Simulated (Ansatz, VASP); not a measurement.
Two plane-wave programs on Al

File INCAR:

```
PREC     = Accurate       # precision mode
ENCUT    = 520            # plane-wave cutoff, eV
EDIFF    = 1E-7           # SCF threshold, eV
ISMEAR   = 0              # smearing method
SIGMA    = 0.15           # smearing width, eV
LREAL    = False          # projectors in reciprocal space
LASPH    = True           # aspherical terms in the spheres
NELM     = 80             # most SCF steps
ALGO     = Normal         # electronic algorithm
ISIF     = 2              # what is computed and relaxed
LWAVE    = False          # write WAVECAR
LCHARG   = True           # write CHGCAR
GGA      = PE             # functional
IVDW     = 12             # dispersion correction
LELF     = True           # ELF
LVHAR    = True         
NBANDS   = 8              # bands
```

KPOINTS

```
regular mesh
0
Gamma
  22 22 22
```

The input POSCAR:

```
Al
1.0
    0.0000000000      2.1254899810      1.5607472930
    2.1254899810      0.0000000000      1.5607472930
    2.1254899810      2.1254899810      0.0000000000
Al
1
Direct
    0.0000000000      0.0000000000      0.0000000000
```

Input for Ansatz:

```yaml
crystal:
  lattice:
    - [0.0, 2.125489981, 1.560747293]
    - [2.125489981, 0.0, 1.560747293]
    - [2.125489981, 2.125489981, 0.0]
  atoms:
    - { symbol: Al, position: [0.0, 0.0, 0.0] }
basis:
  ecutwfc: 420
kpoints:
  mp_grid: { grid: [22, 22, 22] }
hamiltonian:
  xc: pbe
  pseudopotentials: { kind: paw, azcp: { folder: soft_1 } }
  dispersion: d3bj
scf:
  occupations: { method: gaussian, width: 0.15 }
output:
  forces: true
  stress: true
  eigenvalues: true
```

Alike in both runs: task single point; functional PBE; dispersion D3(BJ); k mesh 22 × 22 × 22; occupations gaussian, width 0.15 eV; no spin polarisation.

```csv
,VASP,Ansatz
version,VASP 6.6.1,Ansatz 0.2.0
potentials or method,"VASP PAW PBE potentials, release 64 (Al), cutoff 520 eV","scalar-relativistic, plane waves, PAW"
valence electrons in the cell,3,3
```

```csv
,VASP,Ansatz,Ansatz less VASP
gap on the k mesh at the Fermi level (eV),none,none,-
pressure (GPa),14.0,13.9,-0.02
"traceless stress, the component that is largest in VASP (GPa)",0.93,0.92,-0.005
```

A gap of «none» marks a metal or a gap that the smearing closes.
